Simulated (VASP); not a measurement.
# Ba2HfC6 (Fm-3m) in VASP: further runs, part 2 of 2

VASP 6.6.1.

## 3. Relaxation of cell and atoms, PBE (atoms taken out)

The input, INCAR:

```
SYSTEM = Ba2HfC6
ALGO = Normal
EDIFF = 1E-7
EDIFFG = -0.01
ENCUT = 600
GGA = PE
IBRION = 2
ISIF = 3
ISMEAR = 0
LASPH = .True.
LCHARG = .False.
LREAL = .False.
LWAVE = .False.
NELM = 100
NSW = 100
PREC = Accurate
SIGMA = 0.1
```

The input, KPOINTS:

```
k-points
0
Gamma
  8 8 8
  0 0 0
```

The input, POSCAR:

```
Ba2HfC6
1.0
    0.0000000000      3.8829958195      3.8829958195
    3.8829958195      0.0000000000      3.8829958195
    3.8829958195      3.8829958195      0.0000000000
Ba Hf C
2 1 6
Direct
    0.2500000000      0.2500000000      0.2500000000
    0.7500000000      0.7500000000      0.7500000000
    0.0000000000      0.0000000000      0.0000000000
    0.6588293932      0.3411706068      0.3411706068
    0.3411706068      0.6588293932      0.6588293932
    0.3411706068      0.6588293932      0.3411706068
    0.6588293932      0.3411706068      0.6588293932
    0.3411706068      0.3411706068      0.6588293932
    0.6588293932      0.6588293932      0.3411706068
```

Potentials or basis: VASP PAW PBE potentials, release 64 (Ba_sv, Hf_pv, C).

Run with:

```sh
$ cat potpaw_PBE.64/Ba_sv/POTCAR potpaw_PBE.64/Hf_pv/POTCAR potpaw_PBE.64/C/POTCAR > POTCAR
$ mpirun -np 1 vasp_std > vasp.out
```

OUTCAR:

```text
SYSTEM = Ba2HfC6
   EDIFF = 1E-7
   EDIFFG = -0.01
   ENCUT = 600
   GGA = PE
   IBRION = 2
   ISIF = 3
   ISMEAR = 0
   LASPH = .True.
   LREAL = .False.
   NELM = 100
   NSW = 100
   PREC = Accurate

 ion  position               nearest neighbor table
   1  0.250  0.250  0.250-   8 2.84   6 2.84   8 2.84   5 2.84   7 2.84   4 2.84   5 2.84   6 2.84
                             9 2.84   4 2.84   7 2.84   9 2.84   3 3.36   3 3.36   3 3.36   3 3.36
   2  0.750  0.750  0.750-   9 2.84   6 2.84   8 2.84   4 2.84   7 2.84   8 2.84   4 2.84   6 2.84
                             5 2.84   5 2.84   7 2.84   9 2.84   3 3.36   3 3.36   3 3.36   3 3.36
   3  0.000  0.000  0.000-   4 2.65   5 2.65   6 2.65   7 2.65   8 2.65   9 2.65   2 3.36   2 3.36
                             1 3.36   2 3.36   2 3.36   1 3.36   1 3.36   1 3.36
   4  0.659  0.341  0.341-   6 1.74   7 1.74   8 1.74   9 1.74   3 2.65   1 2.84   1 2.84   2 2.84
                             2 2.84
   5  0.341  0.659  0.659-   6 1.74   7 1.74   8 1.74   9 1.74   3 2.65   2 2.84   1 2.84   1 2.84
                             2 2.84
   6  0.341  0.659  0.341-   4 1.74   5 1.74   8 1.74   9 1.74   3 2.65   1 2.84   1 2.84   2 2.84
                             2 2.84
   7  0.659  0.341  0.659-   4 1.74   5 1.74   8 1.74   9 1.74   3 2.65   2 2.84   1 2.84   1 2.84
                             2 2.84
   8  0.341  0.341  0.659-   4 1.74   5 1.74   6 1.74   7 1.74   3 2.65   1 2.84   1 2.84   2 2.84
                             2 2.84
   9  0.659  0.659  0.341-   4 1.74   5 1.74   6 1.74   7 1.74   3 2.65   2 2.84   1 2.84   1 2.84
                             2 2.84

  LATTYP: Found a face centered cubic cell.
 ALAT       =     7.7659916390

[... 205 lines left out ...]
  in kB       19.3359238     19.3359238     19.3359238      0.0000000     -0.0000000      0.0000000
  external PRESSURE =      19.3359238 kB  Pullay stress =       0.0000000 kB
[... 159 lines left out ...]
--------------------------------------- Ionic step        5  -------------------------------------------

 number of electron      53.9999999 magnetization

 Free energy of the ion-electron system (eV)
  ---------------------------------------------------
  ext. energy  EPLUGINS =         0.00000000
  ---------------------------------------------------
  free energy    TOTEN  =       -57.85822474 eV

  energy without entropy =      -57.82687852  energy(sigma->0) =      -57.84255163

 E-fermi :   6.3961     XC(G=0): -11.3399

 val. band max:        6.3928224762   @ k =  -0.2500   0.3750   0.1250
 cond. band min:       6.4035770243   @ k =  -0.3750   0.3750   0.0000
 fundamental gap:      0.0107545481
 Fermi energy:         6.3960638694

 k-point     1 :       0.0000    0.0000    0.0000
  band No.  band energies     occupation
      1     -25.2566      2.00000
      2     -25.2566      2.00000
      3     -25.2566      2.00000
      4     -20.9729      2.00000
      5     -20.6395      2.00000
      6     -14.4111      2.00000
[... 829 lines left out ...]
     31       8.5927      0.00000
     32       9.4169      0.00000

 [... further k-points ...]

------------------------ aborting loop because EDIFF is reached ----------------------------------------

  FORCE on cell =-STRESS in cart. coord.  units (eV):
  Direction    XX          YY          ZZ          XY          YZ          ZX
  --------------------------------------------------------------------------------------
  -------------------------------------------------------------------------------------
  Total        0.0129697      0.0129697      0.0129697      0.0000000      0.0000000     -0.0000000
  in kB        0.1744907      0.1744907      0.1744907      0.0000000      0.0000000     -0.0000000
  external PRESSURE =       0.1744907 kB  Pullay stress =       0.0000000 kB
[... 24 lines left out ...]
  FREE ENERGIE OF THE ION-ELECTRON SYSTEM (eV)
  ---------------------------------------------------
  free  energy   TOTEN  =       -57.8582247363 eV

  energy  without entropy=      -57.8268785226  energy(sigma->0) =      -57.84255163

 reached required accuracy - stopping structural energy minimisation
```

CONTCAR:

```text
Ba2HfC6
   1.00000000000000
    -0.0000000000000000    3.9049265967583731    3.9049265967583731
     3.9049265967583731   -0.0000000000000000    3.9049265967583731
     3.9049265967583731    3.9049265967583731    0.0000000000000000
  Ba              Hf              C
     2     1     6
Direct
     0.2500000000000000    0.2500000000000000    0.2500000000000000
     0.7500000000000000    0.7500000000000000    0.7500000000000000
     0.0000000000000000    0.0000000000000000    0.0000000000000000
     0.6578870132235261    0.3421129867764738    0.3421129867764738
     0.3421129867764738    0.6578870132235261    0.6578870132235261
     0.3421129867764738    0.6578870132235261    0.3421129867764738
     0.6578870132235261    0.3421129867764738    0.6578870132235261
     0.3421129867764738    0.3421129867764738    0.6578870132235261
     0.6578870132235261    0.6578870132235261    0.3421129867764738

  0.00000000E+00  0.00000000E+00  0.00000000E+00
  0.00000000E+00  0.00000000E+00  0.00000000E+00
  0.00000000E+00  0.00000000E+00  0.00000000E+00
  0.00000000E+00  0.00000000E+00  0.00000000E+00
  0.00000000E+00  0.00000000E+00  0.00000000E+00
  0.00000000E+00  0.00000000E+00  0.00000000E+00
  0.00000000E+00  0.00000000E+00  0.00000000E+00
  0.00000000E+00  0.00000000E+00  0.00000000E+00
  0.00000000E+00  0.00000000E+00  0.00000000E+00
```

It took 8.4 min on 1 thread of Intel Xeon Platinum 8488C (Sapphire Rapids), shared host; peak memory 0.42 GiB.

What came out:

| Quantity | Value |
| --- | --- |
| Free energy | -57.8582 eV |
| Relaxed volume | 13.23 Å³/atom |
| Relaxed cell | a = 5.522 Å, b = 5.522 Å, c = 5.522 Å, α = 60.00°, β = 60.00°, γ = 60.00° |
| Space group after relaxing (to 0.1 Å) | Fm-3m (No. 225) |
| Energy gained by relaxing | 1.4 meV/atom |
| Ionic steps | 5 |
| Pressure after relaxing | 0.0 GPa |
| Band gap on the k mesh | zero (bands 27 and 28 overlap by 0.75 eV) |

The path:
| step | energy change (eV) | largest force (eV/Å) | pressure (GPa) | volume (Å³) |
| --- | --- | --- | --- | --- |
| 1 | 0.0000 | 0.0506 | 1.93 | 117.09 |
| 2 | -0.0082 | 0.1676 | -1.08 | 119.77 |
| 3 | -0.0109 | 0.1285 | -0.11 | 118.88 |
| 4 | -0.0130 | 0.0101 | 0.03 | 119.10 |
| 5 | -0.0130 | 0.0005 | 0.02 | 119.09 |

Final structure:
```
Ba Hf C
1.0
     0.00000    3.90493    3.90493
     3.90493    0.00000    3.90493
     3.90493    3.90493    0.00000
Ba Hf C
2 1 6
Direct
  0.25000 0.25000 0.25000
  0.75000 0.75000 0.75000
  0.00000 0.00000 0.00000
  0.65789 0.34211 0.34211
  0.34211 0.65789 0.65789
  0.34211 0.65789 0.34211
  0.65789 0.34211 0.65789
  0.34211 0.34211 0.65789
  0.65789 0.65789 0.34211
```

Levels at points of the mesh, in eV from the Fermi level:
| k point | band 25 | band 26 | band 27 | band 28 | band 29 | band 30 |
| --- | --- | --- | --- | --- | --- | --- |
| (0.00, 0.00, 0.00) | 0.46 | 0.46 | 0.46 | 0.83 | 0.83 | 0.83 |
| (0.50, 0.00, 0.00) | -1.44 | -1.44 | -0.48 | 0.66 | 2.05 | 2.05 |
| (0.50, 0.50, 0.00) | -1.98 | -0.18 | -0.18 | -0.01 | -0.01 | 0.45 |

Caveat: the cell differs from its parent crystal (atoms taken out); spin-orbit coupling is left out, which moves the levels of the heavy elements.

## 4. Single point, PBE (atoms taken out)

The input, INCAR:

```
  ALGO = Normal
  EDIFF = 1E-6
  ENCUT = 520
  GGA = PE
  ISIF = 2
  ISMEAR = 0
  LASPH = T
  LCHARG = F
  LREAL = F
  LWAVE = F
  NBANDS = 37
  NELM = 100
  PREC = Accurate
  SIGMA = 0.1
```

The input, KPOINTS:

```
k-points
0
Gamma
  4 4 4
```

The input, POSCAR:

```
Ba2HfC6
1.0
    0.0000000000      4.6478567400      4.6478567400
    4.6478567400      0.0000000000      4.6478567400
    4.6478567400      4.6478567400      0.0000000000
Ba Hf C
2 1 6
Direct
    0.2500000000      0.2500000000      0.2500000000
    0.7500000000      0.7500000000      0.7500000000
    0.0000000000      0.0000000000      0.0000000000
    0.7500000000      0.2500000000      0.2500000000
    0.2500000000      0.7500000000      0.7500000000
    0.2500000000      0.7500000000      0.2500000000
    0.7500000000      0.2500000000      0.7500000000
    0.2500000000      0.2500000000      0.7500000000
    0.7500000000      0.7500000000      0.2500000000
```

Potentials or basis: VASP PAW PBE potentials, release 64 (Ba_sv, Hf_pv, C).

Run with:

```sh
$ cat potpaw_PBE.64/Ba_sv/POTCAR potpaw_PBE.64/Hf_pv/POTCAR potpaw_PBE.64/C/POTCAR > POTCAR
$ mpirun -np 1 vasp_std > vasp.out
```

OUTCAR:

```text
EDIFF = 1E-6
   ENCUT = 520
   GGA = PE
   ISIF = 2
   ISMEAR = 0
   LASPH = T
   LREAL = F
   NELM = 100
   PREC = Accurate

 ion  position               nearest neighbor table
   1  0.250  0.250  0.250-   4 3.29   6 3.29   8 3.29   5 3.29   7 3.29   8 3.29   5 3.29   6 3.29
                             9 3.29   4 3.29   7 3.29   9 3.29   3 4.03   3 4.03   3 4.03   3 4.03
   2  0.750  0.750  0.750-   5 3.29   7 3.29   9 3.29   4 3.29   6 3.29   9 3.29   4 3.29   7 3.29
                             8 3.29   5 3.29   6 3.29   8 3.29   3 4.03   3 4.03   3 4.03   3 4.03
   3  0.000  0.000  0.000-   4 2.32   5 2.32   6 2.32   7 2.32   8 2.32   9 2.32   2 4.03   2 4.03
                             1 4.03   2 4.03   2 4.03   1 4.03   1 4.03   1 4.03
[... 524 lines left out ...]

 VOLUME and BASIS-vectors are now :
 -----------------------------------------------------------------------------
  energy-cutoff  :      520.00
  volume of cell :      200.81
      direct lattice vectors                 reciprocal lattice vectors
     0.000000000  4.647856740  4.647856740    -0.107576465  0.107576465  0.107576465
     4.647856740  0.000000000  4.647856740     0.107576465 -0.107576465  0.107576465
     4.647856740  4.647856740  0.000000000     0.107576465  0.107576465 -0.107576465

 POSITION                                       TOTAL-FORCE (eV/Angst)
 -----------------------------------------------------------------------------------
      2.32393      2.32393      2.32393        -0.000000      0.000000     -0.000000
      6.97179      6.97179      6.97179        -0.000000      0.000000     -0.000000
      0.00000      0.00000      0.00000        -0.000000      0.000000     -0.000000
      2.32393      4.64786      4.64786        -1.013984      0.000000     -0.000000
      6.97179      4.64786      4.64786         1.013984      0.000000     -0.000000
      4.64786      2.32393      4.64786        -0.000000     -1.013984     -0.000000
      4.64786      6.97179      4.64786        -0.000000      1.013984     -0.000000
      4.64786      4.64786      2.32393        -0.000000      0.000000     -1.013984
      4.64786      4.64786      6.97179        -0.000000      0.000000      1.013984
 -----------------------------------------------------------------------------------
    total drift:                                0.000000     -0.000000     -0.000000

  FREE ENERGIE OF THE ION-ELECTRON SYSTEM (eV)
  ---------------------------------------------------
  free  energy   TOTEN  =       -46.4973056309 eV

  energy  without entropy=      -46.4196904903  energy(sigma->0) =      -46.45849806
```

It took 2.4 min on 1 thread of Intel Xeon 8259CL, shared host; peak memory 0.37 GiB.

Results:

```yaml
Free_energy: -46.4973 eV
Pressure: -10.7 GPa
Band_gap_on_the_k_mesh: zero (bands 27 and 28 overlap by 0.73 eV)
```

Levels at points of the mesh, in eV from the Fermi level:
| k point | band 23 | band 24 | band 25 | band 26 | band 27 | band 28 | band 29 | band 30 | band 31 | band 32 |
| --- | --- | --- | --- | --- | --- | --- | --- | --- | --- | --- |
| (0.00, 0.00, 0.00) | -0.87 | -0.87 | -0.15 | -0.15 | 0.58 | 0.58 | 0.58 | 1.70 | 1.70 | 1.70 |
| (0.50, 0.00, 0.00) | -0.95 | -0.91 | -0.53 | -0.53 | -0.21 | 0.07 | 0.07 | 1.01 | 1.01 | 1.01 |
| (0.50, 0.50, 0.00) | -0.99 | -0.58 | -0.52 | -0.47 | -0.14 | 0.21 | 0.21 | 0.22 | 0.22 | 0.44 |

Caveat: the cell differs from its parent crystal (atoms taken out); the cell stands under tension; spin-orbit coupling is left out, which moves the levels of the heavy elements.

## 5. The runs side by side

```csv
task,cell,k mesh,cutoff (eV),gap on the mesh (eV),pressure (GPa)
single point,"a = 5.490 Å, angles 60.0°, 9 atoms, atomic positions A",8 × 8 × 8,520,none,2.2
relaxation of cell and atoms,"relaxed from a = 5.491 Å, angles 60.0°, 9 atoms, atomic positions B",8 × 8 × 8,600,none,0.0
single point,"a = 6.573 Å, angles 60.0°, 9 atoms, atomic positions C",4 × 4 × 4,520,none,-10.7
```

Alike in all rows: level PBE; potentials or basis VASP PAW PBE potentials, release 64 (Ba_sv, Hf_pv, C); no spin polarisation; smearing gaussian 0.1 eV.

Caveats: spin-orbit coupling is left out, which moves the levels of the heavy elements; the cell stands under tension (at least some runs).

Absolute energies hang on the potentials; compare differences alone.

The gap in the log of VASP goes by the Fermi energy; the results here count the filled bands.